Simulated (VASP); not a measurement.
Set up this calculation in VASP 6.6.1, as the native input.

```
Task                   : single point
Functional             : r2SCAN
Potentials or basis    : VASP PAW PBE potentials, release 64 (W_sv)
Cutoff                 : 520 eV
k mesh                 : 20 × 20 × 20
Occupations            : gaussian, width 0.15 eV
Spin                   : no spin polarisation
Dipole correction      : no
Further INCAR settings : ALGO = Normal; EDIFF = 1e-06; NBANDS = 13
```

The system is W.

```
CELL_PARAMETERS angstrom
-1.51744 1.51744 1.59730
1.51744 -1.51744 1.59730
1.51744 1.51744 -1.59730
ATOMIC_POSITIONS crystal
W 0.00000 0.00000 0.00000
```

This cell differs from its parent crystal: strain -0.050 along x and y, +0.000 along z.

The input as run:

POSCAR

```
W
1.0
   -1.5174350000      1.5174350000      1.5973000000
    1.5174350000     -1.5174350000      1.5973000000
    1.5174350000      1.5174350000     -1.5973000000
W
1
Direct
    0.0000000000      0.0000000000      0.0000000000
```

INCAR.step1

```
SYSTEM = W
PREC     = Accurate       ! precision mode
ENCUT    = 520            ! plane-wave cutoff, eV
ISMEAR   = 0              ! smearing method
SIGMA    = 0.15           ! smearing width, eV
LREAL    = .False.        ! projectors in reciprocal space
LASPH    = .True.         ! aspherical terms in the spheres
NELM     = 80             ! most SCF steps
NBANDS   = 13             ! bands
GGA      = PE             ! functional
ALGO     = Normal         ! electronic algorithm
EDIFF    = 1E-4           ! SCF threshold, eV
LWAVE    = .True.         ! write WAVECAR
LCHARG   = .False.        ! write CHGCAR
```

INCAR.step2

```
SYSTEM = W
PREC     = Accurate       ! precision mode
ENCUT    = 520            ! plane-wave cutoff, eV
EDIFF    = 1E-6           ! SCF threshold, eV
ISMEAR   = 0              ! smearing method
SIGMA    = 0.15           ! smearing width, eV
LREAL    = .False.        ! projectors in reciprocal space
LASPH    = .True.         ! aspherical terms in the spheres
NELM     = 80             ! most SCF steps
ALGO     = Normal         ! electronic algorithm
ISIF     = 2              ! what is computed and relaxed
LWAVE    = .False.        ! write WAVECAR
LCHARG   = .False.        ! write CHGCAR
METAGGA  = R2SCAN         ! meta-GGA
LMIXTAU  = .True.       
NBANDS   = 13             ! bands
ISTART   = 1
```

KPOINTS

```
Automatic mesh
0
Gamma
  20 20 20
  0 0 0
```

Potentials or basis: VASP PAW PBE potentials, release 64 (W_sv).

Launch:

```bash
$ cat potpaw_PBE.64/W_sv/POTCAR > POTCAR
$ cp INCAR.step1 INCAR
$ mpirun -np 1 vasp_std > vasp.out
$ cp INCAR.step2 INCAR
$ mpirun -np 1 vasp_std > vasp.out
```

Results of the run:

- Pressure: 31.5 GPa
- Band gap on the k mesh: zero (bands 7 and 8 overlap by 6.84 eV)

Caveat: the cell differs from its parent crystal (strain -0.050 along x and y, +0.000 along z); the cell stands under pressure; the PAW data sets were made with another functional, which shifts forces and pressure a little; spin-orbit coupling is left out, which moves the levels of the heavy elements.

Run time: 4.2 min on 1 thread of Intel(R) Xeon(R) Platinum 8375C CPU @ 2.90GHz (Ice Lake) (shared host), peak memory 0.22 GiB.
